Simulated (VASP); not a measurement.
# Ge (Fd-3m) in VASP: notebook

Runs on Ge. Level: PBE. Tasks: single point.

Everything below comes from runs of VASP 6.6.1. Logs are shortened: lines on timing, memory, paths and dates and some standing lists are left out, and cuts for length are marked.

## 1. The cell of the first run

Symmetry: Fd-3m, No. 227, cubic system. The conventional cell has a = 5.589 Å, b = 5.589 Å, c = 5.589 Å, α = 90.00°, β = 90.00°, γ = 90.00°. Within 3.2 Å of Ge (site symmetry -43m) lie 4 Ge at 2.42 Å.

## 2. Single point, PBE (strain -1.5%)

File INCAR:

```
PREC = Accurate
ENCUT = 520
EDIFF = 1E-6
ISMEAR = -1
SIGMA = 0.02
LREAL = False
LASPH = True
NELM = 100
ALGO = Normal
ISIF = 2
LWAVE = False
LCHARG = False
GGA = PE
NBANDS = 21
```

File KPOINTS:

```
regular mesh
0
Gamma
  8 8 8
```

File POSCAR:

```
Ge
1.0
    0.0000000000      2.7943204090      2.7943204090
    2.7943204090      0.0000000000      2.7943204090
    2.7943204090      2.7943204090      0.0000000000
Ge
2
Direct
    0.0000000000      0.0000000000      0.0000000000
    0.2500000000      0.2500000000      0.2500000000
```

Potentials or basis: VASP PAW PBE potentials, release 64 (Ge_d).

Run with:

```sh
> cat potpaw_PBE.64/Ge_d/POTCAR > POTCAR
> mpirun -np 1 vasp_std > vasp.out
```

OUTCAR:

```text
PREC = Accurate
   ENCUT = 520
   EDIFF = 1E-6
   ISMEAR = -1
   LREAL = False
   LASPH = True
   NELM = 100
   ISIF = 2
   GGA = PE

 ion  position               nearest neighbor table
   1  0.000  0.000  0.000-   2 2.42   2 2.42   2 2.42   2 2.42
   2  0.250  0.250  0.250-   1 2.42   1 2.42   1 2.42   1 2.42

  LATTYP: Found a face centered cubic cell.
 ALAT       =     5.5886408180

  Lattice vectors:

 A1 = (   0.0000000000,   2.7943204090,   2.7943204090)
 A2 = (   2.7943204090,   0.0000000000,   2.7943204090)
 A3 = (   2.7943204090,   2.7943204090,   0.0000000000)

Analysis of symmetry for initial positions (statically):
=====================================================================
 Subroutine PRICEL returns:
 Original cell was already a primitive cell.

 Routine SETGRP: Setting up the symmetry group for a
 face centered cubic supercell.

 Subroutine GETGRP returns: Found 48 space group operations
 (whereof 24 operations were pure point group operations)
 out of a pool of 48 trial point group operations.

The static configuration has the point symmetry T_d .
 The point group associated with its full space group is O_h .

Analysis of symmetry for dynamics (positions and initial velocities):
=====================================================================
 Subroutine PRICEL returns:
 Original cell was already a primitive cell.

 Routine SETGRP: Setting up the symmetry group for a
 face centered cubic supercell.

 Subroutine GETGRP returns: Found 48 space group operations
 (whereof 24 operations were pure point group operations)
 out of a pool of 48 trial point group operations.

The dynamic configuration has the point symmetry T_d .
 The point group associated with its full space group is O_h .

 Subroutine INISYM returns: Found 48 space group operations
 (whereof 24 operations are pure point group operations),
 and found     1 'primitive' translations

----------------------------------------------------------------------------------------

                                     Primitive cell

  volume of cell :      43.6374

  direct lattice vectors                    reciprocal lattice vectors
     0.000000000  2.794320409  2.794320409    -0.178934384  0.178934384  0.178934384
[... 75 lines left out ...]
   NGXF,Y,Z  is equivalent  to a cutoff of  25.24, 25.24, 25.24 a.u.
 SYSTEM =  unknown system
   PREC   = accura    normal or accurate (medium, high low for compatibility)
   ISTART =      0    job   : 0-new  1-cont  2-samecut
   ICHARG =      2    charge: 1-file 2-atom 10-const
   ISPIN  =      1    spin polarized calculation?
   LNONCOLLINEAR =      F non collinear calculations
   LSORBIT =      F    spin-orbit coupling
   LASPH  =      T    aspherical Exc in radial PAW
   ENCUT  =  520.0 eV  38.22 Ry    6.18 a.u.   7.35  7.35  7.35*2*pi/ulx,y,z
   NELM   =    100;   NELMIN=  2; NELMDL= -5     # of ELM steps
   EDIFF  = 0.1E-05   stopping-criterion for ELM
   LREAL  =      F    real-space projection
   EDIFFG = 0.1E-04   stopping-criterion for IOM
   NSW    =      0    number of steps for IOM
   IBRION =     -1    ionic relax: 0-MD 1-quasi-New 2-CG
   NFREE  =      0    steps in history (QN), initial steepest desc. (CG)
   ISIF   =      2    stress and relaxation
   ISYM   =      2    0-nonsym 1-usesym 2-fastsym
   POTIM  = 0.5000    time-step for ionic-motion
   TEBEG  =    0.0;   TEEND  =   0.0 temperature during run
   PSTRESS=    0.0 pullay stress
   NELECT =      28.0000    total number of electrons
   NUPDOWN=      -1.0000    fix difference up-down
   EMIN   =  10.00;   EMAX   =-10.00  energy-range for DOS
   EFERMI =   0.00;   METHOD = LEGACY
   ISMEAR =    -1;   SIGMA  =   0.02  broadening in eV -4-tet -1-fermi 0-gaus
   EFERMI_NEDOS =   21; number of points for ismear=-14 and -15
   IALGO  =     38    algorithm
   IMIX   =      4    mixing-type and parameters
     AMIX     =   0.40;   BMIX     =  1.00
     AMIX_MAG =   1.60;   BMIX_MAG =  1.00
  volume/ion in A,a.u.               =      21.82       147.24
  Fermi-wavevector in a.u.,A,eV,Ry     =   1.412021  2.668334 27.127360  1.993805
  Thomas-Fermi vector in A             =   2.533813
   LORBIT       =      0    0 simple, 1 ext, 2 COOP (PROOUT), +10 PAW based schemes
   GGA     = PE    functional components
   LHFCALC =     F    Hartree Fock is set to
   AEXX    =    0.0000 exact exchange contribution
   IVDW    =     0    specifies the selected vdW correction
   LEPSILON=     F    determine dielectric tensor
   LRPA    =     F    only Hartree local field effects (RPA)
 non-spin polarized calculation
  energy-cutoff  :      520.00
  volume of cell :       43.64
 maximum number of plane-waves:      1211
 NGX is ok and might be reduce to    30
   NGX = 15   NGY = 15   NGZ = 15

 number of electron      28.0000025 magnetization

 Free energy of the ion-electron system (eV)
  ---------------------------------------------------
  ext. energy  EPLUGINS =         0.00000000
  ---------------------------------------------------
  free energy    TOTEN  =        -8.94744252 eV

  energy without entropy =       -8.94743996  energy(sigma->0) =       -8.94744124

 E-fermi :   5.5089     XC(G=0): -10.0996

 val. band max:        5.3619046985   @ k =   0.0000   0.0000   0.0000
 cond. band min:       5.6618281196   @ k =   0.5000   0.0000   0.0000
 fundamental gap:      0.2999234210
 Fermi energy:         5.5089052519

 k-point     1 :       0.0000    0.0000    0.0000
  band No.  band energies     occupation
      1     -19.5099      2.00000
      2     -19.5099      2.00000
      3     -19.5099      2.00000
      4     -19.4708      2.00000
      5     -19.4708      2.00000
      6     -19.2395      2.00000
[... 565 lines left out ...]
     20      16.4450      0.00000
     21      17.0621      0.00000

 [... further k-points ...]
[... 5 lines left out ...]
  --------------------------------------------------------------------------------------
  -------------------------------------------------------------------------------------
  Total        1.7800500      1.7800500      1.7800500      0.0000000      0.0000000     -0.0000000
  in kB       65.3558085     65.3558085     65.3558085      0.0000000      0.0000000     -0.0000000
  external PRESSURE =      65.3558085 kB  Pullay stress =       0.0000000 kB

 VOLUME and BASIS-vectors are now :
 -----------------------------------------------------------------------------
  energy-cutoff  :      520.00
  volume of cell :       43.64
      direct lattice vectors                 reciprocal lattice vectors
     0.000000000  2.794320409  2.794320409    -0.178934384  0.178934384  0.178934384
     2.794320409  0.000000000  2.794320409     0.178934384 -0.178934384  0.178934384
     2.794320409  2.794320409  0.000000000     0.178934384  0.178934384 -0.178934384

 POSITION                                       TOTAL-FORCE (eV/Angst)
 -----------------------------------------------------------------------------------
      0.00000      0.00000      0.00000        -0.000000     -0.000000     -0.000000
      1.39716      1.39716      1.39716         0.000000      0.000000      0.000000
 -----------------------------------------------------------------------------------
    total drift:                                0.000000     -0.000000      0.000000

  FREE ENERGIE OF THE ION-ELECTRON SYSTEM (eV)
  ---------------------------------------------------
  free  energy   TOTEN  =        -8.9474425212 eV

  energy  without entropy=       -8.9474399576  energy(sigma->0) =       -8.94744124
```

stdout:

```text
POSCAR found type information on POSCAR Ge
 POSCAR found :  1 types and       2 ions
 scaLAPACK will be used
 LDA part: xc-table for (Slater+PW92), standard interpolation
 POSCAR, INCAR and KPOINTS ok, starting setup
 FFT: planning ... GRIDC
 FFT: planning ... GRID_SOFT
 FFT: planning ... GRID
 WAVECAR not read
 entering main loop
```

Run time: 32 s. Hardware: 1 thread of Intel Xeon 8259CL, shared host; peak memory 0.17 GiB.

Results:

```
Free energy            : -8.9474 eV
Pressure               : 6.5 GPa
Band gap on the k mesh : 0.30 eV, indirect (least direct gap 0.38 eV)
```

Levels at points of the mesh, in eV from the valence-band top:
```csv
k point,band 10,band 11,band 12,band 13,band 14,band 15,band 16,band 17,band 18,band 19
"(0.00, 0.00, 0.00)",-24.58,-13.06,0.00,0.00,0.00,0.38,2.57,2.57,2.57,6.51
"(0.50, 0.00, 0.00)",-24.56,-10.88,-7.77,-1.46,-1.46,0.30,3.77,3.77,7.15,10.81
"(0.50, 0.50, 0.00)",-24.54,-9.03,-9.03,-3.21,-3.21,0.70,0.70,9.83,9.83,11.99
```

Caveat: the cell differs from its parent crystal (strain -1.5%). A k mesh can miss the band edges.

## 3. Single point, PBE

This run uses another cell than the first one, of 22.83 Å³/atom, 1.046 times its volume.

File INCAR:

```
SYSTEM = Ge
ALGO = Normal ; EDIFF = 1E-6
ENCUT = 520 ; GGA = PE
ISIF = 2 ; ISMEAR = -1
LASPH = .True. ; LCHARG = .False.
LREAL = .False. ; LWAVE = .False.
NBANDS = 21 ; NELM = 60
PREC = Accurate ; SIGMA = 0.02
```

File KPOINTS:

```
k-points
0
Gamma
  8 8 8
  0 0 0
```

File POSCAR:

```
Ge
1.0
    0.0000000000      2.8368735117      2.8368735117
    2.8368735117      0.0000000000      2.8368735117
    2.8368735117      2.8368735117      0.0000000000
Ge
2
Direct
    0.0000000000      0.0000000000      0.0000000000
    0.2500000000      0.2500000000      0.2500000000
```

Potentials or basis: VASP PAW PBE potentials, release 64 (Ge_d).

Run with:

```sh
> cat potpaw_PBE.64/Ge_d/POTCAR > POTCAR
> mpirun -np 1 vasp_std > vasp.out
```

Run time: 42 s. Hardware: 1 thread of Intel Xeon 8259CL, shared host; peak memory 0.17 GiB.

It converged, with:

- Free energy: -9.0068 eV
- Pressure: 2.9 GPa
- Band gap on the k mesh: zero (filled and empty bands touch)

Levels at points of the mesh, in eV from the Fermi level:
```tsv
k point	band 10	band 11	band 12	band 13	band 14	band 15	band 16	band 17	band 18	band 19
(0.00, 0.00, 0.00)	-24.56	-12.72	-0.06	-0.02	-0.02	-0.02	2.53	2.53	2.53	6.39
(0.50, 0.00, 0.00)	-24.54	-10.65	-7.57	-1.41	-1.41	0.14	3.73	3.73	7.11	10.50
(0.50, 0.50, 0.00)	-24.52	-8.87	-8.87	-3.06	-3.06	0.75	0.75	9.43	9.43	11.51
```
